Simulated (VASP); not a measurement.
Here is a VASP 6.6.1 calculation.

File INCAR:

```
SYSTEM = Al
ALGO     = Normal         ! electronic algorithm
EDIFF    = 1E-7           ! SCF threshold, eV
EDIFFG   = -0.03          ! ionic threshold
ENCUT    = 500            ! plane-wave cutoff, eV
GGA      = PS             ! functional
GGA_COMPAT= .FALSE.      
IBRION   = 2              ! ionic algorithm
ISIF     = 3              ! what is computed and relaxed
ISMEAR   = 1              ! smearing method
LASPH    = .TRUE.         ! aspherical terms in the spheres
LCHARG   = .FALSE.        ! write CHGCAR
LREAL    = .FALSE.        ! projectors in reciprocal space
LWAVE    = .FALSE.        ! write WAVECAR
NELM     = 120            ! most SCF steps
NELMIN   = 4            
NSW      = 80             ! ionic steps
PREC     = Accurate       ! precision mode
SIGMA    = 0.1            ! smearing width, eV
```

File KPOINTS:

```
k-points
0
G
  13 13 13
  0 0 0
```

The input POSCAR:

```
Al
1.0
    0.0000000000      2.0248050000      2.0248050000
    2.0248050000      0.0000000000      2.0248050000
    2.0248050000      2.0248050000      0.0000000000
Al
1
Direct
    0.0000000000      0.0000000000      0.0000000000
```

Potentials or basis: VASP PAW PBE potentials, release 64 (Al).

Run with:

```console
$ cat potpaw_PBE.64/Al/POTCAR > POTCAR
$ mpirun -np 1 vasp_std > vasp.out
```

Predict the space group after relaxing (to 0.1 Å).

Fm-3m (No. 225).

Estimate the band gap on the k mesh.

zero (an odd number of electrons rules out a gap without spin polarisation).

Predict the relaxed volume.

16.17 Å³/atom.

Estimate the relaxed cell.

a = 2.839 Å, b = 2.839 Å, c = 2.839 Å, α = 60.00°, β = 60.00°, γ = 60.00°.

The path:
```csv
step,energy change (eV),largest force (eV/Å),pressure (GPa),volume (Å³)
1,0.0000,0.0000,-1.98,16.60
2,-0.0026,0.0000,0.30,16.12
3,-0.0027,0.0000,0.00,16.17
```

Caveat: the PAW data sets were made with another functional, which shifts forces and pressure a little.
